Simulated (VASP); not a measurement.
# ZnSe2 (Pa-3) in VASP: a series of runs

ZnSe2 is run at these levels: PBEsol; tasks: relaxation of cell and atoms.

Program: VASP 6.6.1. These are calculated values, not measurements. Logs are shortened: lines on timing, memory, paths and dates and some standing lists are left out, and cuts for length are marked.

## Step 1: The cell of the first run

It takes space group Pa-3 (No. 205, cubic). The conventional cell has a = 6.105 Å, b = 6.105 Å, c = 6.105 Å, α = 90.00°, β = 90.00°, γ = 90.00°. Within 3.4 Å of Zn (site symmetry -3) lie 6 Se at 2.56 Å. Within 3.1 Å of Se (site symmetry 3) lie 1 Se at 2.34 Å and 3 Zn at 2.56 Å.

## Step 2: Relaxation of cell and atoms, PBEsol, target pressure 5 GPa, at which the enthalpy is minimised

Contents of INCAR:

```
SYSTEM = ZnSe2
  PREC = Accurate
  ENCUT = 500
  EDIFF = 1E-7
  ISMEAR = 0
  SIGMA = 0.02
  LREAL = .False.
  LASPH = .True.
  NELM = 120
  ALGO = Normal
  ISIF = 3
  LWAVE = .False.
  LCHARG = .False.
  GGA = PS
  IBRION = 2
  NSW = 70
  EDIFFG = -0.008
  PSTRESS = 50.0
  GGA_COMPAT = .False.
  NELMIN = 4
```

Contents of KPOINTS:

```
Automatic mesh
0
Gamma
  4 4 4
  0 0 0
```

Contents of POSCAR:

```
ZnSe2
1.0
    6.1045499105      0.0000000000      0.0000000000
    0.0000000000      6.1045499105      0.0000000000
    0.0000000000      0.0000000000      6.1045499105
Zn Se
4 8
Direct
    0.5000000000      0.5000000000      0.0000000000
    0.5000000000      0.0000000000      0.5000000000
    0.0000000000      0.5000000000      0.5000000000
    0.0000000000      0.0000000000      0.0000000000
    0.1106403544      0.8893596456      0.3893596456
    0.8893596456      0.3893596456      0.1106403544
    0.3893596456      0.1106403544      0.8893596456
    0.6106403544      0.6106403544      0.6106403544
    0.8893596456      0.1106403544      0.6106403544
    0.1106403544      0.6106403544      0.8893596456
    0.6106403544      0.8893596456      0.1106403544
    0.3893596456      0.3893596456      0.3893596456
```

Potentials or basis: VASP PAW PBE potentials, release 64 (Zn, Se).

Started as:

```bash
$ cat potpaw_PBE.64/Zn/POTCAR potpaw_PBE.64/Se/POTCAR > POTCAR
$ mpirun -np 1 vasp_std > vasp.out
```

OUTCAR:

```text
SYSTEM = ZnSe2
   PREC = Accurate
   ENCUT = 500
   EDIFF = 1E-7
   ISMEAR = 0
   LREAL = .False.
   LASPH = .True.
   NELM = 120
   ISIF = 3
   GGA = PS
   IBRION = 2
   NSW = 70
   EDIFFG = -0.008
   PSTRESS = 50.0
   NELMIN = 4

 ion  position               nearest neighbor table
   1  0.500  0.500  0.000-   6 2.56   7 2.56  10 2.56  11 2.56   8 2.56  12 2.56
   2  0.500  0.000  0.500-   5 2.56   8 2.56   9 2.56  12 2.56  11 2.56   7 2.56
   3  0.000  0.500  0.500-   5 2.56   8 2.56   9 2.56  12 2.56  10 2.56   6 2.56
   4  0.000  0.000  0.000-   6 2.56   7 2.56  10 2.56  11 2.56   5 2.56   9 2.56
   5  0.111  0.889  0.389-   9 2.34   3 2.56   2 2.56   4 2.56
   6  0.889  0.389  0.111-  10 2.34   4 2.56   1 2.56   3 2.56
   7  0.389  0.111  0.889-  11 2.34   4 2.56   1 2.56   2 2.56
   8  0.611  0.611  0.611-  12 2.34   3 2.56   2 2.56   1 2.56
   9  0.889  0.111  0.611-   5 2.34   3 2.56   2 2.56   4 2.56
  10  0.111  0.611  0.889-   6 2.34   4 2.56   1 2.56   3 2.56
  11  0.611  0.889  0.111-   7 2.34   4 2.56   1 2.56   2 2.56
  12  0.389  0.389  0.389-   8 2.34   3 2.56   2 2.56   1 2.56

  LATTYP: Found a simple cubic cell.
 ALAT       =     6.1045499105

  Lattice vectors:

 A1 = (   6.1045499105,   0.0000000000,   0.0000000000)
 A2 = (   0.0000000000,   6.1045499105,   0.0000000000)
 A3 = (   0.0000000000,   0.0000000000,   6.1045499105)

Analysis of symmetry for initial positions (statically):
=====================================================================
 Subroutine PRICEL returns:
 Original cell was already a primitive cell.

 Routine SETGRP: Setting up the symmetry group for a
 simple cubic supercell.

 Subroutine GETGRP returns: Found 24 space group operations
 (whereof  6 operations were pure point group operations)
 out of a pool of 48 trial point group operations.

The static configuration has the point symmetry S_6 .
 The point group associated with its full space group is T_h .

Analysis of symmetry for dynamics (positions and initial velocities):
=====================================================================
 Subroutine PRICEL returns:
 Original cell was already a primitive cell.

 Routine SETGRP: Setting up the symmetry group for a
 simple cubic supercell.

 Subroutine GETGRP returns: Found 24 space group operations
 (whereof  6 operations were pure point group operations)
 out of a pool of 48 trial point group operations.

The dynamic configuration has the point symmetry S_6 .
 The point group associated with its full space group is T_h .

 Subroutine INISYM returns: Found 24 space group operations
 (whereof  6 operations are pure point group operations),
 and found     1 'primitive' translations

----------------------------------------------------------------------------------------

                                     Primitive cell

  volume of cell :     227.4893

  direct lattice vectors                    reciprocal lattice vectors
     6.104549911  0.000000000  0.000000000     0.163812241  0.000000000  0.000000000
     0.000000000  6.104549911  0.000000000     0.000000000  0.163812241  0.000000000
     0.000000000  0.000000000  6.104549911     0.000000000  0.000000000  0.163812241

  length of vectors
     6.104549911  6.104549911  6.104549911     0.163812241  0.163812241  0.163812241

  position of ions in fractional coordinates (direct lattice)
     0.500000000  0.500000000  0.000000000
     0.500000000  0.000000000  0.500000000
     0.000000000  0.500000000  0.500000000
     0.000000000  0.000000000  0.000000000
     0.110640354  0.889359646  0.389359646
     0.889359646  0.389359646  0.110640354
     0.389359646  0.110640354  0.889359646
     0.610640354  0.610640354  0.610640354
     0.889359646  0.110640354  0.610640354
     0.110640354  0.610640354  0.889359646
     0.610640354  0.889359646  0.110640354
     0.389359646  0.389359646  0.389359646

  ion indices of the primitive-cell ions
   primitive index   ion index
                 1           1
                 2           2
                 3           3
                 4           4
                 5           5
                 6           6
                 7           7
                 8           8
                 9           9
                10          10
                11          11
                12          12

----------------------------------------------------------------------------------------

 KPOINTS: Automatic mesh

Automatic generation of k-mesh.
 Grid dimensions read from file:
 generate k-points for:    4    4    4

 Generating k-lattice:

  Cartesian coordinates                     Fractional coordinates (reciprocal lattice)
     0.040953060  0.000000000  0.000000000     0.250000000  0.000000000  0.000000000
     0.000000000  0.040953060  0.000000000     0.000000000  0.250000000  0.000000000
     0.000000000  0.000000000  0.040953060     0.000000000  0.000000000  0.250000000

  Length of vectors
     0.040953060  0.040953060  0.040953060

  Shift w.r.t. Gamma in fractional coordinates (k-lattice)
     0.000000000  0.000000000  0.000000000

 Subroutine IBZKPT returns following result:
 ===========================================

 Found     11 irreducible k-points:

 Following reciprocal coordinates:
            Coordinates               Weight
  0.000000  0.000000  0.000000      1.000000
  0.250000  0.000000  0.000000      6.000000
  0.500000  0.000000  0.000000      3.000000
  0.250000  0.250000  0.000000     12.000000
  0.500000  0.250000  0.000000      6.000000
 -0.250000  0.500000  0.000000      6.000000
  0.500000  0.500000  0.000000      3.000000
  0.250000  0.250000  0.250000      8.000000
  0.500000  0.250000  0.250000     12.000000
  0.500000  0.500000  0.250000      6.000000
  0.500000  0.500000  0.500000      1.000000
   k-points           NKPTS =     11   k-points in BZ     NKDIM =     11   number of bands    NBANDS=     57
   number of dos      NEDOS =    301   number of ions     NIONS =     12
   total plane-waves  NPLWV = 110592
   dimension x,y,z NGX =    48 NGY =   48 NGZ =   48
   dimension x,y,z NGXF=    96 NGYF=   96 NGZF=   96
   ions per type =               4   8
   NGX,Y,Z   is equivalent  to a cutoff of  13.07, 13.07, 13.07 a.u.
   NGXF,Y,Z  is equivalent  to a cutoff of  26.14, 26.14, 26.14 a.u.
 SYSTEM =  ZnSe2
   PREC   = accura    normal or accurate (medium, high low for compatibility)
   ISTART =      0    job   : 0-new  1-cont  2-samecut
   ICHARG =      2    charge: 1-file 2-atom 10-const
   ISPIN  =      1    spin polarized calculation?
   LNONCOLLINEAR =      F non collinear calculations
   LSORBIT =      F    spin-orbit coupling
   LASPH  =      T    aspherical Exc in radial PAW
   ENCUT  =  500.0 eV  36.75 Ry    6.06 a.u.  11.13 11.13 11.13*2*pi/ulx,y,z
   NELM   =    120;   NELMIN=  4; NELMDL= -5     # of ELM steps
   EDIFF  = 0.1E-06   stopping-criterion for ELM
   LREAL  =      F    real-space projection
   EDIFFG = -.8E-02   stopping-criterion for IOM
   NSW    =     70    number of steps for IOM
   IBRION =      2    ionic relax: 0-MD 1-quasi-New 2-CG
   NFREE  =      1    steps in history (QN), initial steepest desc. (CG)
   ISIF   =      3    stress and relaxation
   ISYM   =      2    0-nonsym 1-usesym 2-fastsym
   POTIM  = 0.5000    time-step for ionic-motion
   TEBEG  =    0.0;   TEEND  =   0.0 temperature during run
   PSTRESS=   50.0 pullay stress
   NELECT =      96.0000    total number of electrons
   NUPDOWN=      -1.0000    fix difference up-down
   EMIN   =  10.00;   EMAX   =-10.00  energy-range for DOS
   EFERMI =   0.00;   METHOD = LEGACY
   ISMEAR =     0;   SIGMA  =   0.02  broadening in eV -4-tet -1-fermi 0-gaus
   EFERMI_NEDOS =   21; number of points for ismear=-14 and -15
   IALGO  =     38    algorithm
   IMIX   =      4    mixing-type and parameters
     AMIX     =   0.40;   BMIX     =  1.00
     AMIX_MAG =   1.60;   BMIX_MAG =  1.00
  volume/ion in A,a.u.               =      18.96       127.93
  Fermi-wavevector in a.u.,A,eV,Ry     =   1.227943  2.320476 20.515468  1.507844
  Thomas-Fermi vector in A             =   2.362887
   LORBIT       =      0    0 simple, 1 ext, 2 COOP (PROOUT), +10 PAW based schemes
   GGA     = PS    functional components
   LHFCALC =     F    Hartree Fock is set to
   AEXX    =    0.0000 exact exchange contribution
   IVDW    =     0    specifies the selected vdW correction
   LEPSILON=     F    determine dielectric tensor
   LRPA    =     F    only Hartree local field effects (RPA)
 conjugate gradient relaxation of ions
 non-spin polarized calculation
 Gauss-broadening in eV      SIGMA  =   0.02
  energy-cutoff  :      500.00
  volume of cell :      227.49
 maximum number of plane-waves:      5832
 NGX is ok and might be reduce to    48
   NGX = 23   NGY = 23   NGZ = 23

--------------------------------------- Ionic step        1  -------------------------------------------

 number of electron      96.0000007 magnetization

 Free energy of the ion-electron system (eV)
  ---------------------------------------------------
  ext. energy  EPLUGINS =         0.00000000
  ---------------------------------------------------
  free energy    TOTEN  =       -40.95181032 eV

  energy without entropy =      -40.95181032  energy(sigma->0) =      -40.95181032

------------------------ aborting loop because EDIFF is reached ----------------------------------------

  FORCE on cell =-STRESS in cart. coord.  units (eV):
  Direction    XX          YY          ZZ          XY          YZ          ZX
  --------------------------------------------------------------------------------------
  -------------------------------------------------------------------------------------
  Total        8.2886056      8.2886056      8.2886056      0.0000000      0.0000000      0.0000000
  in kB       58.3755666     58.3755666     58.3755666      0.0000000      0.0000000      0.0000000
  external PRESSURE =       8.3755666 kB  Pullay stress =      50.0000000 kB
[... 129 lines left out ...]
  enthalpy is  TOTEN    =       -33.8636433636 eV   P V=        7.1585231014

--------------------------------------- Ionic step        4  -------------------------------------------

 number of electron      95.9999984 magnetization

 Free energy of the ion-electron system (eV)
  ---------------------------------------------------
  ext. energy  EPLUGINS =         0.00000000
  ---------------------------------------------------
  free energy    TOTEN  =       -41.00523365 eV

  energy without entropy =      -41.00523365  energy(sigma->0) =      -41.00523365

 E-fermi :   4.8034     XC(G=0): -10.6590

 val. band max:        4.7028944601   @ k =   0.0000   0.0000   0.0000
 cond. band min:       5.2990285038   @ k =   0.0000   0.0000   0.0000
 fundamental gap:      0.5961340437
 Fermi energy:         4.8033627228

 k-point     1 :       0.0000    0.0000    0.0000
  band No.  band energies     occupation
      1     -11.4113      2.00000
      2     -10.0428      2.00000
      3     -10.0428      2.00000
      4     -10.0428      2.00000
      5      -7.8811      2.00000
      6      -7.8811      2.00000
[... 688 lines left out ...]
  FREE ENERGIE OF THE ION-ELECTRON SYSTEM (eV)
  ---------------------------------------------------
  free  energy   TOTEN  =       -41.0052336503 eV

  energy  without entropy=      -41.0052336503  energy(sigma->0) =      -41.00523365

  enthalpy is  TOTEN    =       -33.8644952310 eV   P V=        7.1407384192

 reached required accuracy - stopping structural energy minimisation
```

It took 6.3 min on 1 thread of AMD EPYC 9R45 (Zen 5), shared host; peak memory 0.36 GiB.

Results:

- Free energy: -41.0052 eV
- Relaxed volume: 19.07 Å³/atom
- Relaxed cell: a = 6.116 Å, b = 6.116 Å, c = 6.116 Å, α = 90.00°, β = 90.00°, γ = 90.00°
- Space group after relaxing (to 0.1 Å): Pa-3 (No. 205)
- Energy change on relaxing (the run minimises the enthalpy): -4.5 meV/atom
- Ionic steps: 4
- Pressure after relaxing: 5.0 GPa
- Largest force after relaxing: 0.007 eV/Å
- Band gap on the k mesh: 0.60 eV

Forces in eV/Å, atoms in the order of the input:
```
Zn   0.000  0.000  0.000
Zn   0.000  0.000  0.000
Zn   0.000  0.000  0.000
Zn   0.000  0.000  0.000
Se   0.004 -0.004 -0.004
Se  -0.004 -0.004  0.004
Se  -0.004  0.004 -0.004
Se   0.004  0.004  0.004
Se  -0.004  0.004  0.004
Se   0.004  0.004 -0.004
Se   0.004 -0.004  0.004
Se  -0.004 -0.004 -0.004
```

The path:
| step | energy change (eV) | largest force (eV/Å) | pressure (GPa) | volume (Å³) |
| --- | --- | --- | --- | --- |
| 1 | 0.0000 | 0.2390 | 5.84 | 227.49 |
| 2 | -0.1078 | 0.0875 | 4.07 | 230.77 |
| 3 | -0.0704 | 0.0432 | 4.81 | 229.38 |
| 4 | -0.0534 | 0.0074 | 4.98 | 228.81 |

Final structure:
```
Zn Se
1.0
     6.11638    0.00000    0.00000
     0.00000    6.11638    0.00000
     0.00000    0.00000    6.11638
Zn Se
4 8
Direct
  0.50000 0.50000 0.00000
  0.50000 0.00000 0.50000
  0.00000 0.50000 0.50000
  0.00000 0.00000 0.00000
  0.11149 0.88851 0.38851
  0.88851 0.38851 0.11149
  0.38851 0.11149 0.88851
  0.61149 0.61149 0.61149
  0.88851 0.11149 0.61149
  0.11149 0.61149 0.88851
  0.61149 0.88851 0.11149
  0.38851 0.38851 0.38851
```

Levels at points of the mesh, in eV from the valence-band top:
```csv
k point,band 45,band 46,band 47,band 48,band 49,band 50,band 51,band 52
"(0.00, 0.00, 0.00)",-0.91,-0.91,0.00,0.00,0.60,1.80,2.19,2.19
"(0.50, 0.00, 0.00)",-1.58,-1.58,-0.18,-0.18,1.12,1.12,1.21,1.21
"(0.50, 0.50, 0.00)",-1.68,-1.68,-1.68,-1.68,1.12,1.12,1.12,1.12
"(0.50, 0.50, 0.50)",-2.01,-2.01,-2.01,-2.01,1.03,1.03,1.03,1.03
```

Caveat: the cell is relaxed towards a set pressure, so the run minimises the enthalpy, not the energy; the PAW data sets were made with another functional, which shifts forces and pressure a little. A k mesh can miss the band edges.

## Step 3: Relaxation of cell and atoms, PBEsol, target pressure 2 GPa, at which the enthalpy is minimised

This run uses another cell than the first one, of 19.85 Å³/atom.

Contents of INCAR:

```
ALGO = Normal
EDIFF = 1E-7
EDIFFG = -0.008
ENCUT = 500
GGA = PS
GGA_COMPAT = F
IBRION = 2
ISIF = 3
ISMEAR = 0
LASPH = T
LCHARG = F
LREAL = F
LWAVE = F
NELM = 120
NELMIN = 4
NSW = 70
PREC = Accurate
PSTRESS = 20.0
SIGMA = 0.02
```

Contents of KPOINTS:

```
k-points
0
Gamma
  4 4 4
```

Contents of POSCAR:

```
ZnSe2
1.0
    6.1991532596      0.0000000000      0.0000000000
    0.0000000000      6.1991532596      0.0000000000
    0.0000000000      0.0000000000      6.1991532596
Zn Se
4 8
Direct
    0.5000000000      0.5000000000      0.0000000000
    0.5000000000      0.0000000000      0.5000000000
    0.0000000000      0.5000000000      0.5000000000
    0.0000000000      0.0000000000      0.0000000000
    0.1099629536      0.8900370464      0.3900370464
    0.8900370464      0.3900370464      0.1099629536
    0.3900370464      0.1099629536      0.8900370464
    0.6099629536      0.6099629536      0.6099629536
    0.8900370464      0.1099629536      0.6099629536
    0.1099629536      0.6099629536      0.8900370464
    0.6099629536      0.8900370464      0.1099629536
    0.3900370464      0.3900370464      0.3900370464
```

Potentials or basis: VASP PAW PBE potentials, release 64 (Zn, Se).

Started as:

```bash
$ cat potpaw_PBE.64/Zn/POTCAR potpaw_PBE.64/Se/POTCAR > POTCAR
$ mpirun -np 1 vasp_std > vasp.out
```

It took 5.2 min on 1 thread of AMD EPYC 9R45 (Zen 5), shared host; peak memory 0.35 GiB.

Results (log left out):

* Free energy: -41.1824 eV
* Relaxed volume: 19.76 Å³/atom
* Relaxed cell: a = 6.189 Å, b = 6.189 Å, c = 6.189 Å, α = 90.00°, β = 90.00°, γ = 90.00°
* Space group after relaxing (to 0.1 Å): Pa-3 (No. 205)
* Energy change on relaxing (the run minimises the enthalpy): +0.8 meV/atom
* Ionic steps: 3
* Pressure after relaxing: 2.0 GPa
* Largest force after relaxing: 0.005 eV/Å
* Band gap on the k mesh: 0.70 eV (least direct gap 0.73 eV)

Forces on the atoms (eV/Å):
```
Zn   0.000  0.000  0.000
Zn   0.000  0.000  0.000
Zn   0.000  0.000  0.000
Zn   0.000  0.000  0.000
Se  -0.003  0.003  0.003
Se   0.003  0.003 -0.003
Se   0.003 -0.003  0.003
Se  -0.003 -0.003 -0.003
Se   0.003 -0.003 -0.003
Se  -0.003 -0.003  0.003
Se  -0.003  0.003 -0.003
Se   0.003  0.003  0.003
```

Step by step:
```tsv
step	energy change (eV)	largest force (eV/Å)	pressure (GPa)	volume (Å³)
1	0.0000	0.1333	1.78	238.23
2	0.0070	0.0211	1.93	237.29
3	0.0096	0.0049	1.97	237.07
```

Final structure:
```cif
data_structure
_symmetry_space_group_name_H-M 'P 1'
_symmetry_Int_Tables_number 1
_cell_length_a 6.1890
_cell_length_b 6.1890
_cell_length_c 6.1890
_cell_angle_alpha 90.000
_cell_angle_beta 90.000
_cell_angle_gamma 90.000
_cell_volume 237.07
loop_
_atom_site_label
_atom_site_type_symbol
_atom_site_fract_x
_atom_site_fract_y
_atom_site_fract_z
_atom_site_occupancy
Zn1 Zn 0.50000 0.50000 0.00000 1
Zn2 Zn 0.50000 0.00000 0.50000 1
Zn3 Zn 0.00000 0.50000 0.50000 1
Zn4 Zn 0.00000 0.00000 0.00000 1
Se1 Se 0.11070 0.88930 0.38930 1
Se2 Se 0.88930 0.38930 0.11070 1
Se3 Se 0.38930 0.11070 0.88930 1
Se4 Se 0.61070 0.61070 0.61070 1
Se5 Se 0.88930 0.11070 0.61070 1
Se6 Se 0.11070 0.61070 0.88930 1
Se7 Se 0.61070 0.88930 0.11070 1
Se8 Se 0.38930 0.38930 0.38930 1
```

Levels at points of the mesh, in eV from the valence-band top:
| k point | band 45 | band 46 | band 47 | band 48 | band 49 | band 50 | band 51 | band 52 |
| --- | --- | --- | --- | --- | --- | --- | --- | --- |
| (0.00, 0.00, 0.00) | -0.85 | -0.85 | 0.00 | 0.00 | 0.73 | 1.61 | 2.16 | 2.16 |
| (0.50, 0.00, 0.00) | -1.54 | -1.54 | -0.17 | -0.17 | 1.17 | 1.17 | 1.21 | 1.21 |
| (0.50, 0.50, 0.00) | -1.61 | -1.61 | -1.61 | -1.61 | 1.15 | 1.15 | 1.15 | 1.15 |
| (0.50, 0.50, 0.50) | -1.96 | -1.96 | -1.96 | -1.96 | 1.11 | 1.11 | 1.11 | 1.11 |

Caveat: the cell is relaxed towards a set pressure, so the run minimises the enthalpy, not the energy; the PAW data sets were made with another functional, which shifts forces and pressure a little. A k mesh can miss the band edges.
